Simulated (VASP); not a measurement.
# K (P6_3/mmc) in VASP: notebook

K is run at these levels: PBE; tasks: single point.

Program: VASP 6.6.1. These are calculated values, not measurements. Logs are shortened: lines on timing, memory, paths and dates and some standing lists are left out, and cuts for length are marked.

## Step 1: The cell of the first run

It takes space group P6_3/mmc (No. 194, hexagonal). The conventional cell has a = 3.795 Å, b = 3.795 Å, c = 6.148 Å, α = 90.00°, β = 90.00°, γ = 120.00°. Within 5.0 Å of K (site symmetry -6m2) lie 12 K at 3.78 to 3.80 Å.

This isn't the form of K at room conditions, which is bcc.

## Step 2: Single point, PBE (38.35 Å³/atom)

The input, INCAR:

```
SYSTEM = K
  PREC = Accurate
  ENCUT = 520
  EDIFF = 1E-7
  ISMEAR = -1
  SIGMA = 0.08
  LREAL = .False.
  LASPH = .True.
  NELM = 60
  ALGO = Normal
  ISIF = 2
  LWAVE = .False.
  LCHARG = .False.
  GGA = PE
  NBANDS = 16
```

The input, KPOINTS:

```
Automatic mesh
0
Gamma
  10 10 6
  0 0 0
```

The input, POSCAR:

```
K
1.0
    3.7951959312      0.0000000000      0.0000000000
   -1.8975979656      3.2867360888      0.0000000000
    0.0000000000      0.0000000000      6.1482174086
K
2
Direct
    0.3333333333      0.6666666667      0.2500000000
    0.6666666667      0.3333333333      0.7500000000
```

Potentials or basis: VASP PAW PBE potentials, release 64 (K_sv).

Launch:

```sh
cat potpaw_PBE.64/K_sv/POTCAR > POTCAR
mpirun -np 1 vasp_std > vasp.out
```

OUTCAR:

```text
SYSTEM = K
   PREC = Accurate
   ENCUT = 520
   EDIFF = 1E-7
   ISMEAR = -1
   LREAL = .False.
   LASPH = .True.
   NELM = 60
   ISIF = 2
   GGA = PE

 ion  position               nearest neighbor table
   1  0.333  0.667  0.250-   2 3.78   2 3.78   2 3.78   2 3.78   2 3.78   2 3.78
   2  0.667  0.333  0.750-   1 3.78   1 3.78   1 3.78   1 3.78   1 3.78   1 3.78

  LATTYP: Found a hexagonal cell.
 ALAT       =     3.7951959312
 C/A-ratio  =     1.6200000000

  Lattice vectors:

 A1 = (   3.7951959312,   0.0000000000,   0.0000000000)
 A2 = (  -1.8975979656,   3.2867360888,   0.0000000000)
 A3 = (   0.0000000000,   0.0000000000,   6.1482174086)

Analysis of symmetry for initial positions (statically):
=====================================================================
 Subroutine PRICEL returns:
 Original cell was already a primitive cell.

 Routine SETGRP: Setting up the symmetry group for a
 hexagonal supercell.

 Subroutine GETGRP returns: Found 24 space group operations
 (whereof 12 operations were pure point group operations)
 out of a pool of 24 trial point group operations.

The static configuration has the point symmetry D_3d.
 The point group associated with its full space group is D_6h.

Analysis of symmetry for dynamics (positions and initial velocities):
=====================================================================
 Subroutine PRICEL returns:
 Original cell was already a primitive cell.

 Routine SETGRP: Setting up the symmetry group for a
 hexagonal supercell.

 Subroutine GETGRP returns: Found 24 space group operations
 (whereof 12 operations were pure point group operations)
 out of a pool of 24 trial point group operations.

The dynamic configuration has the point symmetry D_3d.
 The point group associated with its full space group is D_6h.

 Subroutine INISYM returns: Found 24 space group operations
 (whereof 12 operations are pure point group operations),
 and found     1 'primitive' translations

----------------------------------------------------------------------------------------

                                     Primitive cell

  volume of cell :      76.6917

  direct lattice vectors                    reciprocal lattice vectors
     3.795195931  0.000000000  0.000000000     0.263491008  0.152126604  0.000000000
    -1.897597966  3.286736089  0.000000000     0.000000000  0.304253208  0.000000000
     0.000000000  0.000000000  6.148217409     0.000000000  0.000000000  0.162648770

  length of vectors
     3.795195931  3.795195931  6.148217409     0.304253208  0.304253208  0.162648770

  position of ions in fractional coordinates (direct lattice)
     0.333333333  0.666666667  0.250000000
     0.666666667  0.333333333  0.750000000

  ion indices of the primitive-cell ions
   primitive index   ion index
                 1           1
                 2           2

----------------------------------------------------------------------------------------

 KPOINTS: Automatic mesh

Automatic generation of k-mesh.
 Grid dimensions read from file:
 generate k-points for:   10   10    6

 Generating k-lattice:

  Cartesian coordinates                     Fractional coordinates (reciprocal lattice)
     0.026349101  0.015212660  0.000000000     0.100000000 -0.000000000  0.000000000
     0.000000000  0.030425321  0.000000000     0.000000000  0.100000000  0.000000000
     0.000000000  0.000000000  0.027108128     0.000000000  0.000000000  0.166666667

  Length of vectors
     0.030425321  0.030425321  0.027108128

  Shift w.r.t. Gamma in fractional coordinates (k-lattice)
     0.000000000  0.000000000  0.000000000

 Subroutine IBZKPT returns following result:
 ===========================================

 Found     56 irreducible k-points:

 Following reciprocal coordinates:
            Coordinates               Weight
  0.000000  0.000000  0.000000      1.000000
  0.100000  0.000000  0.000000      6.000000
  0.200000  0.000000  0.000000      6.000000
  0.300000  0.000000  0.000000      6.000000
  0.400000  0.000000  0.000000      6.000000
  0.500000  0.000000  0.000000      3.000000
[... 16 lines left out ...]
  0.300000  0.100000  0.166667     24.000000
  0.400000  0.100000  0.166667     24.000000
 [... further k-points ...]
   k-points           NKPTS =     56   k-points in BZ     NKDIM =     56   number of bands    NBANDS=     16
   number of dos      NEDOS =    301   number of ions     NIONS =      2
   total plane-waves  NPLWV =  37632
   dimension x,y,z NGX =    28 NGY =   28 NGZ =   48
   dimension x,y,z NGXF=    56 NGYF=   56 NGZF=   96
   ions per type =               2
   NGX,Y,Z   is equivalent  to a cutoff of  12.27, 12.27, 12.98 a.u.
   NGXF,Y,Z  is equivalent  to a cutoff of  24.53, 24.53, 25.96 a.u.
 SYSTEM =  K
   PREC   = accura    normal or accurate (medium, high low for compatibility)
   ISTART =      0    job   : 0-new  1-cont  2-samecut
   ICHARG =      2    charge: 1-file 2-atom 10-const
   ISPIN  =      1    spin polarized calculation?
   LNONCOLLINEAR =      F non collinear calculations
   LSORBIT =      F    spin-orbit coupling
   LASPH  =      T    aspherical Exc in radial PAW
   ENCUT  =  520.0 eV  38.22 Ry    6.18 a.u.   7.06  7.06 11.43*2*pi/ulx,y,z
   NELM   =     60;   NELMIN=  2; NELMDL= -5     # of ELM steps
   EDIFF  = 0.1E-06   stopping-criterion for ELM
   LREAL  =      F    real-space projection
   EDIFFG = 0.1E-05   stopping-criterion for IOM
   NSW    =      0    number of steps for IOM
   IBRION =     -1    ionic relax: 0-MD 1-quasi-New 2-CG
   NFREE  =      0    steps in history (QN), initial steepest desc. (CG)
   ISIF   =      2    stress and relaxation
   ISYM   =      2    0-nonsym 1-usesym 2-fastsym
   POTIM  = 0.5000    time-step for ionic-motion
   TEBEG  =    0.0;   TEEND  =   0.0 temperature during run
   PSTRESS=    0.0 pullay stress
   NELECT =      18.0000    total number of electrons
   NUPDOWN=      -1.0000    fix difference up-down
   EMIN   =  10.00;   EMAX   =-10.00  energy-range for DOS
   EFERMI =   0.00;   METHOD = LEGACY
   ISMEAR =    -1;   SIGMA  =   0.08  broadening in eV -4-tet -1-fermi 0-gaus
   EFERMI_NEDOS =   21; number of points for ismear=-14 and -15
   IALGO  =     38    algorithm
   IMIX   =      4    mixing-type and parameters
     AMIX     =   0.40;   BMIX     =  1.00
     AMIX_MAG =   1.60;   BMIX_MAG =  1.00
  volume/ion in A,a.u.               =      38.35       258.77
  Fermi-wavevector in a.u.,A,eV,Ry     =   1.009833  1.908308 13.874715  1.019763
  Thomas-Fermi vector in A             =   2.142785
   LORBIT       =      0    0 simple, 1 ext, 2 COOP (PROOUT), +10 PAW based schemes
   GGA     = PE    functional components
   LHFCALC =     F    Hartree Fock is set to
   AEXX    =    0.0000 exact exchange contribution
   IVDW    =     0    specifies the selected vdW correction
   LEPSILON=     F    determine dielectric tensor
   LRPA    =     F    only Hartree local field effects (RPA)
 non-spin polarized calculation
  energy-cutoff  :      520.00
  volume of cell :       76.69
 maximum number of plane-waves:      2087
   NGX = 15   NGY = 15   NGZ = 23

 number of electron      18.0000003 magnetization

 Free energy of the ion-electron system (eV)
  ---------------------------------------------------
  ext. energy  EPLUGINS =         0.00000000
  ---------------------------------------------------
  free energy    TOTEN  =        -1.06260229 eV

  energy without entropy =       -1.03128345  energy(sigma->0) =       -1.04694287

 E-fermi :   1.9802     XC(G=0):  -7.5137

 val. band max:        1.9617306096   @ k =   0.3000   0.2000   0.3333
 cond. band min:       2.0384730396   @ k =   0.4000   0.1000   0.3333
 fundamental gap:      0.0767424300
 Fermi energy:         1.9801786080

 k-point     1 :       0.0000    0.0000    0.0000
  band No.  band energies     occupation
      1     -30.1766      2.00000
      2     -30.1082      2.00000
      3     -13.9790      2.00000
      4     -13.4990      2.00000
      5     -13.4990      2.00000
      6     -13.4313      2.00000
[... 8 lines left out ...]
     15       6.9939      0.00000
     16       6.9939      0.00000

 k-point     2 :       0.1000    0.0000    0.0000
  band No.  band energies     occupation
      1     -30.1711      2.00000
      2     -30.1057      2.00000
      3     -13.9608      2.00000
      4     -13.5385      2.00000
      5     -13.5112      2.00000
      6     -13.4728      2.00000
[... 8 lines left out ...]
     15       6.8607      0.00000
     16       7.1657      0.00000

 k-point     3 :       0.2000    0.0000    0.0000
  band No.  band energies     occupation
      1     -30.1562      2.00000
      2     -30.0994      2.00000
      3     -13.9101      2.00000
      4     -13.6432      2.00000
      5     -13.5761      2.00000
      6     -13.5418      2.00000
[... 8 lines left out ...]
     15       6.9512      0.00000
     16       7.0045      0.00000

 k-point     4 :       0.3000    0.0000    0.0000
  band No.  band energies     occupation
      1     -30.1366      2.00000
      2     -30.0926      2.00000
      3     -13.8382      2.00000
      4     -13.7737      2.00000
      5     -13.6949      2.00000
      6     -13.5777      2.00000
[... 8 lines left out ...]
     15       6.5499      0.00000
     16       7.7633      0.00000
[... 324 lines left out ...]
 k-point    22 :       0.2000    0.1000    0.1667
  band No.  band energies     occupation
      1     -30.1404      2.00000
      2     -30.0981      2.00000
      3     -13.8602      2.00000
      4     -13.7010      2.00000
      5     -13.6667      2.00000
      6     -13.5621      2.00000
[... 8 lines left out ...]
     15       6.5306      0.00000
     16       7.4010      0.00000

 k-point    23 :       0.3000    0.1000    0.1667
  band No.  band energies     occupation
      1     -30.1224      2.00000
      2     -30.0922      2.00000
      3     -13.8634      2.00000
      4     -13.7885      2.00000
      5     -13.7134      2.00000
      6     -13.6034      2.00000
[... 8 lines left out ...]
     15       6.2167      0.00000
     16       7.8930      0.00000

 k-point    24 :       0.4000    0.1000    0.1667
  band No.  band energies     occupation
      1     -30.1095      2.00000
      2     -30.0903      2.00000
      3     -13.9149      2.00000
      4     -13.8305      2.00000
      5     -13.6945      2.00000
      6     -13.6221      2.00000
[... 8 lines left out ...]
     15       6.1285      0.00000
     16       8.4555      0.00000

 [... further k-points ...]
[... 5 lines left out ...]
  --------------------------------------------------------------------------------------
  -------------------------------------------------------------------------------------
  Total        3.7620331      3.7620331      3.7763103      0.0000000      0.0000000      0.0000000
  in kB       78.5931949     78.5931949     78.8914622      0.0000000      0.0000000      0.0000000
  external PRESSURE =      78.6926174 kB  Pullay stress =       0.0000000 kB

 VOLUME and BASIS-vectors are now :
 -----------------------------------------------------------------------------
  energy-cutoff  :      520.00
  volume of cell :       76.69
      direct lattice vectors                 reciprocal lattice vectors
     3.795195931  0.000000000  0.000000000     0.263491008  0.152126604  0.000000000
    -1.897597966  3.286736089  0.000000000     0.000000000  0.304253208  0.000000000
     0.000000000  0.000000000  6.148217409     0.000000000  0.000000000  0.162648770

 POSITION                                       TOTAL-FORCE (eV/Angst)
 -----------------------------------------------------------------------------------
     -0.00000      2.19116      1.53705        -0.000000      0.000000      0.000000
      1.89760      1.09558      4.61116         0.000000     -0.000000      0.000000
 -----------------------------------------------------------------------------------
    total drift:                               -0.000000      0.000000     -0.000000

  FREE ENERGIE OF THE ION-ELECTRON SYSTEM (eV)
  ---------------------------------------------------
  free  energy   TOTEN  =        -1.0626022911 eV

  energy  without entropy=       -1.0312834518  energy(sigma->0) =       -1.04694287
```

It took 72 s on 1 thread of Intel Xeon 8259CL, shared host; peak memory 0.22 GiB.

What came out:

```yaml
Free_energy: -1.0626 eV
Pressure: 7.9 GPa
Band_gap_on_the_k_mesh: zero (bands 9 and 10 overlap by 2.88 eV)
```

Levels at points of the mesh, in eV from the Fermi level:
```
           k point  band 5  band 6  band 7  band 8  band 9  band 10  band 11  band 12  band 13  band 14
(0.00, 0.00, 0.00)  -15.48  -15.41  -15.41  -15.41   -3.18     0.10     1.20     4.38     4.38     4.53
(0.50, 0.00, 0.00)  -15.71  -15.60  -15.53  -15.47    0.13     0.40     1.13     1.65     3.03     3.78
(0.00, 0.00, 0.50)  -15.45  -15.45  -15.45  -15.45   -1.95    -1.95     3.00     3.00     4.40     4.40
(0.50, 0.00, 0.50)  -15.54  -15.54  -15.54  -15.54    0.25     0.25     1.59     1.59     3.05     3.05
```

Caveat: the cell stands under pressure.

## Step 3: Single point, PBE (44.25 Å³/atom)

This run uses another cell than the first one, of 44.25 Å³/atom.

The input, INCAR:

```
SYSTEM = K
ALGO     = Normal         ! electronic algorithm
EDIFF    = 1E-7           ! SCF threshold, eV
ENCUT    = 520            ! plane-wave cutoff, eV
GGA      = PE             ! functional
ISIF     = 2              ! what is computed and relaxed
ISMEAR   = -1             ! smearing method
LASPH    = .TRUE.         ! aspherical terms in the spheres
LCHARG   = .TRUE.         ! write CHGCAR
LELF     = .TRUE.         ! ELF
LREAL    = .FALSE.        ! projectors in reciprocal space
LVHAR    = .TRUE.       
LWAVE    = .FALSE.        ! write WAVECAR
NBANDS   = 16             ! bands
NELM     = 100            ! most SCF steps
PREC     = Accurate       ! precision mode
SIGMA    = 0.08           ! smearing width, eV
```

The input, KPOINTS:

```
k-points
0
G
  10 10 6
  0 0 0
```

The input, POSCAR:

```
K
1.0
    3.9806149583      0.0000000000      0.0000000000
   -1.9903074792      3.4473136766      0.0000000000
    0.0000000000      0.0000000000      6.4485962326
K
2
Direct
    0.3333333333      0.6666666667      0.2500000000
    0.6666666667      0.3333333333      0.7500000000
```

Potentials or basis: VASP PAW PBE potentials, release 64 (K_sv).

Launch:

```sh
cat potpaw_PBE.64/K_sv/POTCAR > POTCAR
mpirun -np 1 vasp_std > vasp.out
```

Run time: 1.9 min. Hardware: 1 thread of Intel Xeon 8259CL, shared host; peak memory 0.22 GiB.

Results (log left out):

```
Free energy            : -1.5197 eV
Pressure               : 4.8 GPa
Band gap on the k mesh : zero (bands 9 and 10 overlap by 2.82 eV)
```

Levels at points of the mesh, in eV from the Fermi level:
```
           k point  band 6  band 7  band 8  band 9  band 10  band 11  band 12  band 13
(0.00, 0.00, 0.00)  -15.40  -15.40  -15.40   -2.95     0.21     0.97     4.37     4.37
(0.50, 0.00, 0.00)  -15.52  -15.48  -15.44    0.13     0.35     1.32     1.77     2.88
(0.00, 0.00, 0.50)  -15.42  -15.42  -15.42   -1.86    -1.86     3.01     3.01     4.40
(0.50, 0.00, 0.50)  -15.49  -15.48  -15.48    0.40     0.40     1.36     1.36     3.11
```

Caveat: the cell stands under pressure.
